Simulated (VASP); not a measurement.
# KNaBi2O6 (P4/mmm) in VASP: single point with PBE

Aim: the single point of KNaBi2O6 with PBE.

Everything below comes from runs of VASP 6.6.1. Logs are shortened: lines on timing, memory, paths and dates and some standing lists are left out, and cuts for length are marked.

### Step 1. The cell of the first run

The structure is tetragonal, space group P4/mmm (No. 123). Conventional cell: a = 4.255 Å, b = 4.255 Å, c = 8.529 Å, α = 90.00°, β = 90.00°, γ = 90.00°. Within 4.0 Å of K (site symmetry 4/mmm) lie 12 O at 3.01 to 3.02 Å and 8 Bi at 3.69 Å. Within 4.0 Å of Na (site symmetry 4/mmm) lie 12 O at 3.01 Å and 8 Bi at 3.68 Å. Within 2.8 Å of Bi (site symmetry 4mm) lie 6 O at 2.13 to 2.14 Å. Within 2.8 Å of O (site symmetry 2mm) lie 2 Bi at 2.13 Å. O (site symmetry 4/mmm) has 2 Bi at 2.14 Å within 2.8 Å. O (site symmetry 4/mmm) has 2 Bi at 2.13 Å within 2.8 Å.

### Step 2. Single point, PBE

INCAR reads:

```
ALGO = Normal
EDIFF = 1E-7
ENCUT = 520
GGA = PE
ISIF = 2
ISMEAR = 0
LASPH = True
LCHARG = False
LREAL = False
LWAVE = False
NBANDS = 52
NELM = 80
PREC = Accurate
SIGMA = 0.1
```

KPOINTS reads:

```
k-points
0
Gamma
  4 4 2
```

POSCAR reads:

```
KNaBi2O6
1.0
    4.2551026600      0.0000000000      0.0000000000
    0.0000000000      4.2551026600      0.0000000000
    0.0000000000      0.0000000000      8.5290508100
K Na Bi O
1 1 2 6
Direct
    0.5000000000      0.5000000000      0.5000000000
    0.5000000000      0.5000000000      0.0000000000
    0.0000000000      0.0000000000      0.7506995100
    0.0000000000      0.0000000000      0.2493004900
    0.5000000000      0.0000000000      0.7509667200
    0.5000000000      0.0000000000      0.2490332800
    0.0000000000      0.0000000000      0.5000000000
    0.0000000000      0.0000000000      0.0000000000
    0.0000000000      0.5000000000      0.7509667200
    0.0000000000      0.5000000000      0.2490332800
```

Potentials or basis: VASP PAW PBE potentials, release 64 (K_sv, Na_pv, Bi_d, O).

On the command line:

```bash
$ cat potpaw_PBE.64/K_sv/POTCAR potpaw_PBE.64/Na_pv/POTCAR potpaw_PBE.64/Bi_d/POTCAR potpaw_PBE.64/O/POTCAR > POTCAR
$ mpirun -np 1 vasp_std > vasp.out
```

OUTCAR:

```text
EDIFF = 1E-7
   ENCUT = 520
   GGA = PE
   ISIF = 2
   ISMEAR = 0
   LASPH = True
   LREAL = False
   NELM = 80
   PREC = Accurate

 ion  position               nearest neighbor table
   1  0.500  0.500  0.500-   3 3.69   4 3.69   3 3.69   4 3.69   3 3.69   4 3.69   3 3.69   4 3.69

   2  0.500  0.500  0.000-
   3  0.000  0.000  0.751-   8 2.13   5 2.13   9 2.13   9 2.13   5 2.13   7 2.14   1 3.69   1 3.69
                             1 3.69   1 3.69
   4  0.000  0.000  0.249-   8 2.13   6 2.13  10 2.13  10 2.13   6 2.13   7 2.14   1 3.69   1 3.69
                             1 3.69   1 3.69
   5  0.500  0.000  0.751-   3 2.13   3 2.13
   6  0.500  0.000  0.249-   4 2.13   4 2.13
   7  0.000  0.000  0.500-   3 2.14   4 2.14
   8  0.000  0.000  0.000-   3 2.13   4 2.13
   9  0.000  0.500  0.751-   3 2.13   3 2.13
  10  0.000  0.500  0.249-   4 2.13   4 2.13

  LATTYP: Found a simple tetragonal cell.
 ALAT       =     4.2551026600
 C/A-ratio  =     2.0044289155

  Lattice vectors:

 A1 = (   4.2551026600,   0.0000000000,   0.0000000000)
 A2 = (   0.0000000000,   4.2551026600,   0.0000000000)
 A3 = (   0.0000000000,   0.0000000000,   8.5290508100)

Analysis of symmetry for initial positions (statically):
=====================================================================
 Subroutine PRICEL returns:
 Original cell was already a primitive cell.

 Routine SETGRP: Setting up the symmetry group for a
 simple tetragonal supercell.

 Subroutine GETGRP returns: Found 16 space group operations
 (whereof 16 operations were pure point group operations)
 out of a pool of 16 trial point group operations.

The static configuration has the point symmetry D_4h.

Analysis of symmetry for dynamics (positions and initial velocities):
=====================================================================
 Subroutine PRICEL returns:
 Original cell was already a primitive cell.

 Routine SETGRP: Setting up the symmetry group for a
 simple tetragonal supercell.

 Subroutine GETGRP returns: Found 16 space group operations
 (whereof 16 operations were pure point group operations)
 out of a pool of 16 trial point group operations.

The dynamic configuration has the point symmetry D_4h.

 Subroutine INISYM returns: Found 16 space group operations
 (whereof 16 operations are pure point group operations),
 and found     1 'primitive' translations

[... 104 lines left out ...]
   ISYM   =      2    0-nonsym 1-usesym 2-fastsym
   POTIM  = 0.5000    time-step for ionic-motion
   TEBEG  =    0.0;   TEEND  =   0.0 temperature during run
   PSTRESS=    0.0 pullay stress
   NELECT =      82.0000    total number of electrons
   NUPDOWN=      -1.0000    fix difference up-down
   EMIN   =  10.00;   EMAX   =-10.00  energy-range for DOS
   EFERMI =   0.00;   METHOD = LEGACY
   ISMEAR =     0;   SIGMA  =   0.10  broadening in eV -4-tet -1-fermi 0-gaus
   EFERMI_NEDOS =   21; number of points for ismear=-14 and -15
   IALGO  =     38    algorithm
   IMIX   =      4    mixing-type and parameters
     AMIX     =   0.40;   BMIX     =  1.00
     AMIX_MAG =   1.60;   BMIX_MAG =  1.00
  volume/ion in A,a.u.               =      15.44       104.21
  Fermi-wavevector in a.u.,A,eV,Ry     =   1.325681  2.505175 23.911305  1.757431
  Thomas-Fermi vector in A             =   2.455124
   LORBIT       =      0    0 simple, 1 ext, 2 COOP (PROOUT), +10 PAW based schemes
   GGA     = PE    functional components
   LHFCALC =     F    Hartree Fock is set to
   AEXX    =    0.0000 exact exchange contribution
   IVDW    =     0    specifies the selected vdW correction
   LEPSILON=     F    determine dielectric tensor
   LRPA    =     F    only Hartree local field effects (RPA)
 non-spin polarized calculation
 Gauss-broadening in eV      SIGMA  =   0.10
  energy-cutoff  :      520.00
  volume of cell :      154.43
 maximum number of plane-waves:      4191
 NGX is ok and might be reduce to    32
   NGX = 15   NGY = 15   NGZ = 31

 number of electron      81.9999978 magnetization

 Free energy of the ion-electron system (eV)
  ---------------------------------------------------
  ext. energy  EPLUGINS =         0.00000000
  ---------------------------------------------------
  free energy    TOTEN  =       -50.10235922 eV

  energy without entropy =      -50.08167860  energy(sigma->0) =      -50.09201891

 E-fermi :   2.3836     XC(G=0):  -9.7594

 val. band max:        2.1555249046   @ k =   0.2500   0.0000   0.0000
 cond. band min:       2.3879055866   @ k =   0.5000   0.5000   0.0000
 fundamental gap:      0.2323806820
 Fermi energy:         2.3835848217

 k-point     1 :       0.0000    0.0000    0.0000
  band No.  band energies     occupation
      1     -25.0697      2.00000
      2     -20.0346      2.00000
      3     -20.0334      2.00000
      4     -20.0246      2.00000
      5     -19.8152      2.00000
      6     -19.6911      2.00000
[... 649 lines left out ...]
     51      12.2976      0.00000
     52      12.6995      0.00000

------------------------ aborting loop because EDIFF is reached ----------------------------------------

  FORCE on cell =-STRESS in cart. coord.  units (eV):
  Direction    XX          YY          ZZ          XY          YZ          ZX
  --------------------------------------------------------------------------------------
  -------------------------------------------------------------------------------------
  Total       -0.3162437     -0.3162437     -0.7886047      0.0000000      0.0000000      0.0000000
  in kB       -3.2810412     -3.2810412     -8.1818059      0.0000000      0.0000000      0.0000000
  external PRESSURE =      -4.9146295 kB  Pullay stress =       0.0000000 kB

 VOLUME and BASIS-vectors are now :
 -----------------------------------------------------------------------------
  energy-cutoff  :      520.00
  volume of cell :      154.43
      direct lattice vectors                 reciprocal lattice vectors
     4.255102660  0.000000000  0.000000000     0.235011956  0.000000000  0.000000000
     0.000000000  4.255102660  0.000000000     0.000000000  0.235011956  0.000000000
     0.000000000  0.000000000  8.529050810     0.000000000  0.000000000  0.117246341

 POSITION                                       TOTAL-FORCE (eV/Angst)
 -----------------------------------------------------------------------------------
      2.12755      2.12755      4.26453        -0.000000     -0.000000      0.000000
      2.12755      2.12755      0.00000        -0.000000     -0.000000      0.000000
      0.00000      0.00000      6.40275        -0.000000      0.000000      0.004318
      0.00000      0.00000      2.12630        -0.000000      0.000000     -0.004318
      2.12755      0.00000      6.40503         0.000000     -0.000000      0.143299
      2.12755      0.00000      2.12402        -0.000000     -0.000000     -0.143299
      0.00000      0.00000      4.26453        -0.000000     -0.000000      0.000000
      0.00000      0.00000      0.00000        -0.000000     -0.000000      0.000000
      0.00000      2.12755      6.40503        -0.000000      0.000000      0.143299
      0.00000      2.12755      2.12402         0.000000      0.000000     -0.143299
 -----------------------------------------------------------------------------------
    total drift:                                0.000000      0.000000     -0.000000

  FREE ENERGIE OF THE ION-ELECTRON SYSTEM (eV)
  ---------------------------------------------------
  free  energy   TOTEN  =       -50.1023592231 eV

  energy  without entropy=      -50.0816786038  energy(sigma->0) =      -50.09201891
```

Run time: 84 s. Hardware: 1 thread of Intel Xeon Platinum 8559C (Emerald Rapids), shared host; peak memory 0.29 GiB.

What came out:

| Property | Result |
| --- | --- |
| Free energy | -50.1024 eV |
| Pressure | -0.5 GPa |
| Largest force | 0.143 eV/Å |
| Band gap on the k mesh | zero (bands 41 and 42 overlap by 0.83 eV) |

Forces on the atoms (eV/Å):
```
K    0.000  0.000  0.000
Na   0.000  0.000  0.000
Bi   0.000  0.000  0.004
Bi   0.000  0.000 -0.004
O    0.000  0.000  0.143
O    0.000  0.000 -0.143
O    0.000  0.000  0.000
O    0.000  0.000  0.000
O    0.000  0.000  0.143
O    0.000  0.000 -0.143
```

Stress tensor (GPa, compression positive):
```
-0.33  0.00  0.00
 0.00 -0.33  0.00
 0.00  0.00 -0.82
```

Caveat: the k points lie up to 0.37 Å⁻¹ apart, too coarse for converged energies and pressures of a metal; spin-orbit coupling is left out, which moves the levels of the heavy elements.

The gap in the log of VASP goes by the Fermi energy; the results here count the filled bands.